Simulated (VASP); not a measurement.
# Ir (P6_3/mmc) in VASP: single point with PBE+U

Aim: the single point of Ir with PBE+U.

All numbers are computed with VASP 6.6.1; they aren't measurements. Logs are shortened: lines on timing, memory, paths and dates and some standing lists are left out, and cuts for length are marked.

## 1. The cell of the first run

It takes space group P6_3/mmc (No. 194, hexagonal). Conventional cell: a = 2.751 Å, b = 2.751 Å, c = 4.462 Å, α = 90.00°, β = 90.00°, γ = 120.00°. Ir (site symmetry -6m2) has 12 Ir at 2.74 to 2.75 Å within 3.6 Å.

## 2. Single point, PBE+U, collinear spin, ferromagnetic start

INCAR reads:

```
SYSTEM = Ir
PREC     = Accurate       ! precision mode
ENCUT    = 500            ! plane-wave cutoff, eV
EDIFF    = 1E-6           ! SCF threshold, eV
ISMEAR   = 0              ! smearing method
SIGMA    = 0.1            ! smearing width, eV
LREAL    = .FALSE.        ! projectors in reciprocal space
LASPH    = .TRUE.         ! aspherical terms in the spheres
NELM     = 200            ! most SCF steps
ALGO     = Normal         ! electronic algorithm
ISIF     = 2              ! what is computed and relaxed
LWAVE    = .FALSE.        ! write WAVECAR
LCHARG   = .FALSE.        ! write CHGCAR
ISPIN    = 2              ! spin polarisation
MAGMOM   = -0.11 -0.11    ! initial moments
LORBIT   = 11             ! projections on sites
LMAXMIX  = 4              ! l up to which the mixer works
LDAU     = .TRUE.         ! DFT+U
LDAUTYPE = 1            
LDAUL    = 2              ! shell
LDAUU    = 4.4            ! U, eV
LDAUJ    = 0.4          
LDAUPRINT= 1            
GGA      = PE             ! functional
NBANDS   = 20             ! bands
GGA_COMPAT= .FALSE.
```

KPOINTS reads:

```
Automatic mesh
0
G
  4 4 2
  0 0 0
```

POSCAR reads:

```
Ir
1.0
    2.7513778946      0.0000000000      0.0000000000
   -1.3756889473      2.3827631521      0.0000000000
    0.0000000000      0.0000000000      4.4622900000
Ir
2
Direct
    0.6666666667      0.3333333333      0.7500000000
    0.3333333333      0.6666666667      0.2500000000
```

Potentials or basis: VASP PAW PBE potentials, release 64 (Ir).

Command:

```sh
cat potpaw_PBE.64/Ir/POTCAR > POTCAR
mpirun -np 1 vasp_std > vasp.out
```

OUTCAR:

```text
SYSTEM = Ir
   PREC = Accurate
   ENCUT = 500
   EDIFF = 1E-6
   ISMEAR = 0
   LREAL = .FALSE.
   LASPH = .TRUE.
   NELM = 200
   ISIF = 2
   ISPIN = 2
   LORBIT = 11
   GGA = PE

 ion  position               nearest neighbor table
   1  0.667  0.333  0.750-   2 2.74   2 2.74   2 2.74   2 2.74   2 2.74   2 2.74
   2  0.333  0.667  0.250-   1 2.74   1 2.74   1 2.74   1 2.74   1 2.74   1 2.74

  LATTYP: Found a hexagonal cell.
 ALAT       =     2.7513778946
 C/A-ratio  =     1.6218382828

  Lattice vectors:

 A1 = (   2.7513778946,   0.0000000000,   0.0000000000)
 A2 = (  -1.3756889473,   2.3827631521,   0.0000000000)
 A3 = (   0.0000000000,   0.0000000000,   4.4622900000)

Analysis of symmetry for initial positions (statically):
=====================================================================
 Subroutine PRICEL returns:
 Original cell was already a primitive cell.

 Routine SETGRP: Setting up the symmetry group for a
 hexagonal supercell.

 Subroutine GETGRP returns: Found 24 space group operations
 (whereof 12 operations were pure point group operations)
 out of a pool of 24 trial point group operations.

The static configuration has the point symmetry D_3d.
 The point group associated with its full space group is D_6h.

Analysis of symmetry for dynamics (positions and initial velocities):
=====================================================================
 Subroutine PRICEL returns:
 Original cell was already a primitive cell.

 Routine SETGRP: Setting up the symmetry group for a
 hexagonal supercell.

 Subroutine GETGRP returns: Found 24 space group operations
 (whereof 12 operations were pure point group operations)
 out of a pool of 24 trial point group operations.

The dynamic configuration has the point symmetry D_3d.
 The point group associated with its full space group is D_6h.

Analysis of structural, dynamic, and magnetic symmetry:
=====================================================================
 Subroutine PRICEL returns:
 Original cell was already a primitive cell.

 Routine SETGRP: Setting up the symmetry group for a
 hexagonal supercell.

 Subroutine GETGRP returns: Found 24 space group operations
 (whereof 12 operations were pure point group operations)
 out of a pool of 24 trial point group operations.

The overall configuration has the point symmetry D_3d.
 The point group associated with its full space group is D_6h.

 Subroutine INISYM returns: Found 24 space group operations
 (whereof 12 operations are pure point group operations),
 and found     1 'primitive' translations

----------------------------------------------------------------------------------------

                                     Primitive cell

  volume of cell :      29.2542

  direct lattice vectors                    reciprocal lattice vectors
     2.751377895  0.000000000  0.000000000     0.363454254  0.209840411  0.000000000
    -1.375688947  2.382763152  0.000000000     0.000000000  0.419680823  0.000000000
     0.000000000  0.000000000  4.462290000     0.000000000  0.000000000  0.224100182

  length of vectors
     2.751377895  2.751377895  4.462290000     0.419680823  0.419680823  0.224100182

  position of ions in fractional coordinates (direct lattice)
[... 124 lines left out ...]

 occupancies and eigenvectors

  o =  0.7007  v =  0.0000 -1.0000 -0.0000 -0.0000 -0.0000  0.0000  0.0000  0.0000  0.0000  0.0000      0.0000  0.0000  0.0000  0.0000  0.0000  0.0000  0.0000  0.0000  0.0000  0.0000
  o =  0.7007  v =  0.0000 -0.0000  0.0000  1.0000 -0.0000  0.0000  0.0000  0.0000  0.0000  0.0000      0.0000  0.0000  0.0000  0.0000  0.0000  0.0000  0.0000  0.0000  0.0000  0.0000
  o =  0.7063  v =  0.0000  0.0000  0.0000  0.0000  0.0000  0.0000  0.0000 -1.0000 -0.0000 -0.0000      0.0000  0.0000  0.0000  0.0000  0.0000  0.0000  0.0000  0.0000  0.0000  0.0000
  o =  0.7084  v =  0.0000 -0.0000  1.0000  0.0000  0.0000  0.0000  0.0000  0.0000  0.0000  0.0000      0.0000  0.0000  0.0000  0.0000  0.0000  0.0000  0.0000  0.0000  0.0000  0.0000
  o =  0.7329  v =  1.0000  0.0000  0.0000  0.0000  0.0000  0.0000  0.0000  0.0000  0.0000  0.0000      0.0000  0.0000  0.0000  0.0000  0.0000  0.0000  0.0000  0.0000  0.0000  0.0000
  o =  0.7329  v =  0.0000  0.0000  0.0000 -0.0000 -1.0000  0.0000  0.0000  0.0000  0.0000  0.0000      0.0000  0.0000  0.0000  0.0000  0.0000  0.0000  0.0000  0.0000  0.0000  0.0000
  o =  0.7342  v =  0.0000  0.0000  0.0000  0.0000  0.0000  1.0000  0.0000  0.0000  0.0000  0.0000      0.0000  0.0000  0.0000  0.0000  0.0000  0.0000  0.0000  0.0000  0.0000  0.0000
  o =  0.7342  v =  0.0000  0.0000  0.0000  0.0000  0.0000  0.0000  0.0000  0.0000  0.0000 -1.0000      0.0000  0.0000  0.0000  0.0000  0.0000  0.0000  0.0000  0.0000  0.0000  0.0000
  o =  0.7913  v =  0.0000  0.0000  0.0000  0.0000  0.0000  0.0000 -1.0000 -0.0000 -0.0000 -0.0000      0.0000  0.0000  0.0000  0.0000  0.0000  0.0000  0.0000  0.0000  0.0000  0.0000
  o =  0.7913  v =  0.0000  0.0000  0.0000  0.0000  0.0000  0.0000  0.0000  0.0000 -1.0000  0.0000      0.0000  0.0000  0.0000  0.0000  0.0000  0.0000  0.0000  0.0000  0.0000  0.0000

atom =   2  type =  1  l = 2

 onsite density matrix

spin component  1

  0.7329  0.0000  0.0000  0.0000  0.0000
  0.0000  0.7007 -0.0000 -0.0000  0.0000
  0.0000 -0.0000  0.7084 -0.0000 -0.0000
  0.0000 -0.0000 -0.0000  0.7007 -0.0000
  0.0000  0.0000 -0.0000 -0.0000  0.7329

spin component  2

  0.7342 -0.0000  0.0000 -0.0000  0.0000
 -0.0000  0.7913  0.0000 -0.0000 -0.0000
  0.0000  0.0000  0.7063  0.0000 -0.0000
 -0.0000 -0.0000  0.0000  0.7913  0.0000
  0.0000 -0.0000 -0.0000  0.0000  0.7342

 occupancies and eigenvectors

  o =  0.7007  v =  0.0000 -1.0000 -0.0000 -0.0000 -0.0000  0.0000  0.0000  0.0000  0.0000  0.0000      0.0000  0.0000  0.0000  0.0000  0.0000  0.0000  0.0000  0.0000  0.0000  0.0000
  o =  0.7007  v =  0.0000 -0.0000 -0.0000  1.0000  0.0000  0.0000  0.0000  0.0000  0.0000  0.0000      0.0000  0.0000  0.0000  0.0000  0.0000  0.0000  0.0000  0.0000  0.0000  0.0000
  o =  0.7063  v =  0.0000  0.0000  0.0000  0.0000  0.0000  0.0000  0.0000  1.0000 -0.0000  0.0000      0.0000  0.0000  0.0000  0.0000  0.0000  0.0000  0.0000  0.0000  0.0000  0.0000
  o =  0.7084  v =  0.0000 -0.0000  1.0000 -0.0000  0.0000  0.0000  0.0000  0.0000  0.0000  0.0000      0.0000  0.0000  0.0000  0.0000  0.0000  0.0000  0.0000  0.0000  0.0000  0.0000
  o =  0.7329  v =  0.0000 -0.0000 -0.0000 -0.0000  1.0000  0.0000  0.0000  0.0000  0.0000  0.0000      0.0000  0.0000  0.0000  0.0000  0.0000  0.0000  0.0000  0.0000  0.0000  0.0000
  o =  0.7329  v =  1.0000  0.0000  0.0000  0.0000  0.0000  0.0000  0.0000  0.0000  0.0000  0.0000      0.0000  0.0000  0.0000  0.0000  0.0000  0.0000  0.0000  0.0000  0.0000  0.0000
  o =  0.7342  v =  0.0000  0.0000  0.0000  0.0000  0.0000  1.0000  0.0000  0.0000  0.0000  0.0000      0.0000  0.0000  0.0000  0.0000  0.0000  0.0000  0.0000  0.0000  0.0000  0.0000
  o =  0.7342  v =  0.0000  0.0000  0.0000  0.0000  0.0000  0.0000  0.0000 -0.0000  0.0000  1.0000      0.0000  0.0000  0.0000  0.0000  0.0000  0.0000  0.0000  0.0000  0.0000  0.0000
  o =  0.7913  v =  0.0000  0.0000  0.0000  0.0000  0.0000  0.0000  1.0000 -0.0000  0.0000 -0.0000      0.0000  0.0000  0.0000  0.0000  0.0000  0.0000  0.0000  0.0000  0.0000  0.0000
  o =  0.7913  v =  0.0000  0.0000  0.0000  0.0000  0.0000  0.0000  0.0000  0.0000 -1.0000  0.0000      0.0000  0.0000  0.0000  0.0000  0.0000  0.0000  0.0000  0.0000  0.0000  0.0000

 number of electron      18.0000000 magnetization      -0.3167164

 Free energy of the ion-electron system (eV)
  ---------------------------------------------------
  ext. energy  EPLUGINS =         0.00000000
  ---------------------------------------------------
  free energy    TOTEN  =        -9.76286304 eV

  energy without entropy =       -9.75364039  energy(sigma->0) =       -9.75825171

 E-fermi :   9.3119     XC(G=0): -13.7484

 val. band max:        9.2066710024   @ k =   0.0000   0.0000   0.0000
 cond. band min:       9.3778639264   @ k =   0.2500  -0.0000   0.5000
 fundamental gap:      0.1711929241
 Fermi energy:         9.3118757791

 spin component 1

 k-point     1 :       0.0000    0.0000    0.0000
  band No.  band energies     occupation
      1      -0.9193      1.00000
      2       1.5526      1.00000
      3       5.3951      1.00000
      4       5.4639      1.00000
      5       5.4639      1.00000
      6       6.0827      1.00000
[... 160 lines left out ...]
      6       5.3789      1.00000
[... 12 lines left out ...]
     19      31.8536      0.00000
     20      31.8536      0.00000
 Fermi energy:         9.3118757791

 spin component 2

 k-point     1 :       0.0000    0.0000    0.0000
  band No.  band energies     occupation
      1      -0.9435      1.00000
      2       1.5621      1.00000
      3       5.3882      1.00000
      4       5.4037      1.00000
      5       5.4037      1.00000
      6       6.0225      1.00000
[... 173 lines left out ...]
     19      31.7921      0.00000
     20      31.7921      0.00000

------------------------ aborting loop because EDIFF is reached ----------------------------------------

  FORCE on cell =-STRESS in cart. coord.  units (eV):
  Direction    XX          YY          ZZ          XY          YZ          ZX
  --------------------------------------------------------------------------------------
  -------------------------------------------------------------------------------------
  Total       -4.5407259     -4.5407259     -1.2380754     -0.0000000      0.0000000      0.0000000
  in kB     -248.6834921   -248.6834921    -67.8060997     -0.0000000      0.0000000      0.0000000
  external PRESSURE =    -188.3910280 kB  Pullay stress =       0.0000000 kB

 VOLUME and BASIS-vectors are now :
 -----------------------------------------------------------------------------
  energy-cutoff  :      500.00
  volume of cell :       29.25
      direct lattice vectors                 reciprocal lattice vectors
     2.751377895  0.000000000  0.000000000     0.363454254  0.209840411  0.000000000
    -1.375688947  2.382763152  0.000000000     0.000000000  0.419680823  0.000000000
     0.000000000  0.000000000  4.462290000     0.000000000  0.000000000  0.224100182

 POSITION                                       TOTAL-FORCE (eV/Angst)
 -----------------------------------------------------------------------------------
      1.37569      0.79425      3.34672        -0.000000      0.000000      0.000000
     -0.00000      1.58851      1.11557         0.000000     -0.000000      0.000000
 -----------------------------------------------------------------------------------
    total drift:                                0.000000     -0.000000     -0.000000

  FREE ENERGIE OF THE ION-ELECTRON SYSTEM (eV)
  ---------------------------------------------------
  free  energy   TOTEN  =        -9.7628630386 eV

  energy  without entropy=       -9.7536403896  energy(sigma->0) =       -9.75825171

 total charge

# of ion       s       p       d       tot
------------------------------------------
    1        0.621   0.622   7.264   8.507
    2        0.621   0.622   7.264   8.507
--------------------------------------------------
tot          1.243   1.243  14.527  17.013

 magnetization (x)

# of ion       s       p       d       tot
------------------------------------------
    1       -0.001   0.005  -0.181  -0.176
    2       -0.001   0.005  -0.181  -0.176
--------------------------------------------------
tot         -0.001   0.010  -0.361  -0.353
```

Run time: 12 s. Hardware: 1 thread of Intel Xeon 6975P-C (Granite Rapids), shared host; peak memory 0.15 GiB.

Results:

| Item | Value |
| --- | --- |
| Free energy | -9.7629 eV |
| Pressure | -18.8 GPa |
| Net moment | -0.32 μB per cell |
| Site moments | Ir -0.18 μB |
| Valence electrons inside the program's atomic spheres | Ir 8.51 |

Levels at points of the mesh, in eV from the Fermi level:
Spin up:
```tsv
k point	band 6	band 7	band 8	band 9	band 10	band 11	band 12	band 13
(0.00, 0.00, 0.00)	-3.23	-3.23	-2.28	-2.28	-0.11	0.27	0.27	7.07
(0.50, 0.00, 0.00)	-2.98	-2.92	0.49	0.88	0.91	2.95	4.52	8.61
(0.00, 0.00, 0.50)	-3.95	-3.95	-3.95	-0.48	-0.48	-0.48	-0.48	14.05
(0.50, 0.00, 0.50)	-2.01	-0.67	-0.67	0.73	0.73	2.26	2.26	7.76
```
Spin down:
```tsv
k point	band 6	band 7	band 8	band 9	band 10	band 11	band 12	band 13
(0.00, 0.00, 0.00)	-3.29	-3.29	-2.86	-2.86	-0.30	-0.30	-0.12	7.01
(0.50, 0.00, 0.00)	-3.00	-2.94	0.32	0.41	0.80	2.92	4.49	8.57
(0.00, 0.00, 0.50)	-4.09	-4.09	-4.09	-0.98	-0.98	-0.98	-0.98	14.04
(0.50, 0.00, 0.50)	-2.56	-0.76	-0.76	0.64	0.64	2.17	2.17	7.61
```

Eigenvalues of the final occupation matrices:
| site | spin | trace | eigenvalues |
| --- | --- | --- | --- |
| site 1 d | 1 | 3.58 | 0.70 0.70 0.71 0.73 0.73 |
| site 1 d | 2 | 3.76 | 0.71 0.73 0.73 0.79 0.79 |
| site 2 d | 1 | 3.58 | 0.70 0.70 0.71 0.73 0.73 |
| site 2 d | 2 | 3.76 | 0.71 0.73 0.73 0.79 0.79 |

Caveat: the k points lie up to 0.70 Å⁻¹ apart; spin-orbit coupling is left out, which moves the levels of the heavy elements; the U is typed as a test and isn't derived for this compound. The state reached can hang on the start; a lower one may exist.
